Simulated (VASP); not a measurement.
# Ge (Fd-3m) in VASP: notebook, part 2 of 2

VASP 6.6.1. The steps go on from the part before.

### 3 Single point, PBE

This run uses another cell than the first one, of 23.91 Å³/atom, 1.047 times its volume.

Contents of INCAR:

```
ALGO = Normal
EDIFF = 1E-6
ENCUT = 520
GGA = PE
ISIF = 2
ISMEAR = -1
LASPH = True
LCHARG = True
LELF = True
LREAL = False
LVHAR = True
LWAVE = False
NBANDS = 21
NELM = 60
PREC = Accurate
SIGMA = 0.02
```

Contents of KPOINTS:

```
k-points
0
Gamma
  8 8 8
```

Contents of POSCAR:

```
Ge
1.0
    0.0000000000      2.8806946128      2.8806946128
    2.8806946128      0.0000000000      2.8806946128
    2.8806946128      2.8806946128      0.0000000000
Ge
2
Direct
    0.0000000000      0.0000000000      0.0000000000
    0.2500000000      0.2500000000      0.2500000000
```

Potentials or basis: VASP PAW PBE potentials, release 64 (Ge_d).

The run is started by

```bash
> cat potpaw_PBE.64/Ge_d/POTCAR > POTCAR
> mpirun -np 1 vasp_std > vasp.out
```

Wall time 15 s (1 thread of Intel Xeon 6975P-C (Granite Rapids), shared host); peak memory 0.16 GiB.

The run converged. Its results:

```
Free energy            : -9.0261 eV
Pressure               : -0.1 GPa
Band gap on the k mesh : zero (filled and empty bands touch)
```

Levels at points of the mesh, in eV from the Fermi level:
| k point | band 12 | band 13 | band 14 | band 15 | band 16 | band 17 |
| --- | --- | --- | --- | --- | --- | --- |
| (0.00, 0.00, 0.00) | -0.45 | 0.01 | 0.01 | 0.01 | 2.53 | 2.53 |
| (0.50, 0.00, 0.00) | -7.35 | -1.32 | -1.32 | 0.03 | 3.72 | 3.72 |
| (0.50, 0.50, 0.00) | -8.68 | -2.88 | -2.88 | 0.82 | 0.82 | 9.08 |

### 4 Single point, r2SCAN

Contents of POSCAR:

```
Ge
1.0
    0.0000000000      2.8368735119      2.8368735119
    2.8368735119      0.0000000000      2.8368735119
    2.8368735119      2.8368735119      0.0000000000
Ge
2
Direct
    0.0000000000      0.0000000000      0.0000000000
    0.2500000000      0.2500000000      0.2500000000
```

Contents of INCAR.step1:

```
SYSTEM = Ge
PREC = Accurate
ENCUT = 520
ISMEAR = -1
SIGMA = 0.02
LREAL = .False.
LASPH = .True.
NELM = 100
NBANDS = 21
GGA = PE
ALGO = Normal
EDIFF = 1E-4
LWAVE = .True.
LCHARG = .False.
```

Contents of INCAR.step2:

```
SYSTEM = Ge
PREC = Accurate
ENCUT = 520
EDIFF = 1E-7
ISMEAR = -1
SIGMA = 0.02
LREAL = .False.
LASPH = .True.
NELM = 100
ALGO = Normal
ISIF = 2
LWAVE = .False.
LCHARG = .False.
METAGGA = R2SCAN
LMIXTAU = .True.
NBANDS = 21
ISTART = 1
```

Contents of KPOINTS:

```
regular mesh
0
Gamma
  8 8 8
  0 0 0
```

The run is started by

```bash
> cat potpaw_PBE.64/Ge_d/POTCAR > POTCAR
> cp INCAR.step1 INCAR
> mpirun -np 1 vasp_std > vasp.out
> cp INCAR.step2 INCAR
> mpirun -np 1 vasp_std > vasp.out
```

It took 57 s on 1 thread of Intel Xeon 6975P-C (Granite Rapids), shared host; peak memory 0.17 GiB.

Results (log left out):

- Free energy: -27.7359 eV
- Pressure: 0.0 GPa
- Band gap on the k mesh: 0.32 eV, direct

Levels at points of the mesh, in eV from the valence-band top:
```csv
k point,band 11,band 12,band 13,band 14,band 15,band 16,band 17,band 18
"(0.00, 0.00, 0.00)",-13.24,0.00,0.00,0.00,0.32,2.71,2.71,2.71
"(0.50, 0.00, 0.00)",-11.07,-7.83,-1.47,-1.47,0.42,3.99,3.99,7.65
"(0.50, 0.50, 0.00)",-9.18,-9.18,-3.20,-3.20,0.98,0.98,10.03,10.03
```

Caveat: the PAW data sets were made with another functional, which shifts forces and pressure a little. A k mesh can miss the band edges.

### 5 Single point, r2SCAN

POSCAR is that of step 4.

Contents of INCAR.step1:

```
PREC = Accurate
ENCUT = 520
ISMEAR = -1
SIGMA = 0.02
LREAL = F
LASPH = T
NELM = 60
NBANDS = 21
GGA = PE
ALGO = Normal
EDIFF = 1E-4
LWAVE = T
LCHARG = F
```

Contents of INCAR.step2:

```
PREC = Accurate
ENCUT = 520
EDIFF = 1E-6
ISMEAR = -1
SIGMA = 0.02
LREAL = F
LASPH = T
NELM = 60
ALGO = Normal
ISIF = 2
LWAVE = F
LCHARG = F
METAGGA = R2SCAN
LMIXTAU = T
NBANDS = 21
ISTART = 1
```

Contents of KPOINTS:

```
Automatic mesh
0
Gamma
  8 8 8
```

Potentials or basis: VASP PAW PBE potentials, release 64 (Ge_d).

The run is started by

```bash
> cat potpaw_PBE.64/Ge_d/POTCAR > POTCAR
> cp INCAR.step1 INCAR
> mpirun -np 1 vasp_std > vasp.out
> cp INCAR.step2 INCAR
> mpirun -np 1 vasp_std > vasp.out
```

OUTCAR:

```text
PREC = Accurate
   ENCUT = 520
   EDIFF = 1E-6
   ISMEAR = -1
   LREAL = F
   LASPH = T
   NELM = 60
   ISIF = 2
   METAGGA = R2SCAN
   ISTART = 1

 ion  position               nearest neighbor table
   1  0.000  0.000  0.000-   2 2.46   2 2.46   2 2.46   2 2.46
   2  0.250  0.250  0.250-   1 2.46   1 2.46   1 2.46   1 2.46

  LATTYP: Found a face centered cubic cell.
 ALAT       =     5.6737470238

  Lattice vectors:

 A1 = (   0.0000000000,   2.8368735119,   2.8368735119)
[... 764 lines left out ...]
------------------------ aborting loop because EDIFF is reached ----------------------------------------

  FORCE on cell =-STRESS in cart. coord.  units (eV):
  Direction    XX          YY          ZZ          XY          YZ          ZX
  --------------------------------------------------------------------------------------
  -------------------------------------------------------------------------------------
  Total        0.0106987      0.0106987      0.0106987      0.0000000      0.0000000     -0.0000000
  in kB        0.3753986      0.3753986      0.3753986      0.0000000      0.0000000     -0.0000000
  external PRESSURE =       0.3753986 kB  Pullay stress =       0.0000000 kB

 VOLUME and BASIS-vectors are now :
 -----------------------------------------------------------------------------
  energy-cutoff  :      520.00
  volume of cell :       45.66
      direct lattice vectors                 reciprocal lattice vectors
     0.000000000  2.836873512  2.836873512    -0.176250368  0.176250368  0.176250368
     2.836873512  0.000000000  2.836873512     0.176250368 -0.176250368  0.176250368
     2.836873512  2.836873512  0.000000000     0.176250368  0.176250368 -0.176250368

 POSITION                                       TOTAL-FORCE (eV/Angst)
 -----------------------------------------------------------------------------------
      0.00000      0.00000      0.00000         0.000000     -0.000000      0.000000
      1.41844      1.41844      1.41844        -0.000000      0.000000     -0.000000
 -----------------------------------------------------------------------------------
    total drift:                                0.000000      0.000000      0.000000

  FREE ENERGIE OF THE ION-ELECTRON SYSTEM (eV)
  ---------------------------------------------------
  free  energy   TOTEN  =       -27.7359120689 eV

  energy  without entropy=      -27.7359112787  energy(sigma->0) =      -27.73591167
```

OSZICAR.step1:

```text
N       E                     dE             d eps       ncg     rms          rms(c)
DAV:   1     0.187710365837E+03    0.18771E+03   -0.14462E+04  1345   0.362E+03
DAV:   2     0.187469796915E+02   -0.16896E+03   -0.16453E+03  1223   0.624E+02
DAV:   3    -0.816619118975E+01   -0.26913E+02   -0.26729E+02  1413   0.143E+02
DAV:   4    -0.907697465557E+01   -0.91078E+00   -0.91027E+00  1363   0.307E+01
DAV:   5    -0.909228492359E+01   -0.15310E-01   -0.15310E-01  1383   0.438E+00    0.317E+00
DAV:   6    -0.903499738636E+01    0.57288E-01   -0.21227E-02  1381   0.143E+00    0.188E+00
DAV:   7    -0.900492485385E+01    0.30073E-01   -0.47476E-02  1339   0.196E+00    0.148E-01
DAV:   8    -0.900666904478E+01   -0.17442E-02   -0.60472E-03  1348   0.956E-01    0.428E-02
DAV:   9    -0.900681137728E+01   -0.14233E-03   -0.20955E-04  1153   0.205E-01    0.159E-02
DAV:  10    -0.900683313744E+01   -0.21760E-04   -0.40501E-05   961   0.695E-02
   1 F= -.90068331E+01 E0= -.90067509E+01  d E =-.164420E-03
```

Wall time 47 s (1 thread of Intel Xeon 6975P-C (Granite Rapids), shared host); peak memory 0.17 GiB.

What came out:

```
Free energy            : -27.7359 eV
Pressure               : 0.0 GPa
Band gap on the k mesh : 0.32 eV, direct
```

Caveat: the PAW data sets were made with another functional, which shifts forces and pressure a little.

### 6 Overview

| level | cell | gap on the mesh (eV) | pressure (GPa) |
| --- | --- | --- | --- |
| PBEsol | a = 4.013 Å, angles 60.0°, 2 atoms | none | 0.0 |
| PBE | a = 4.074 Å, angles 60.0°, 2 atoms | none | -0.1 |
| r2SCAN | a = 4.012 Å, angles 60.0°, 2 atoms | 0.32 | 0.0 |

Alike in all rows: task single point; potentials or basis VASP PAW PBE potentials, release 64 (Ge_d); no spin polarisation; k mesh 8 × 8 × 8; cutoff (eV) 520; smearing fermi-dirac 0.02 eV.

Caveats: the PAW data sets were made with another functional, which shifts forces and pressure a little (some runs).

Total energies depend on the potentials used, so only differences within one code and one set of settings carry meaning.
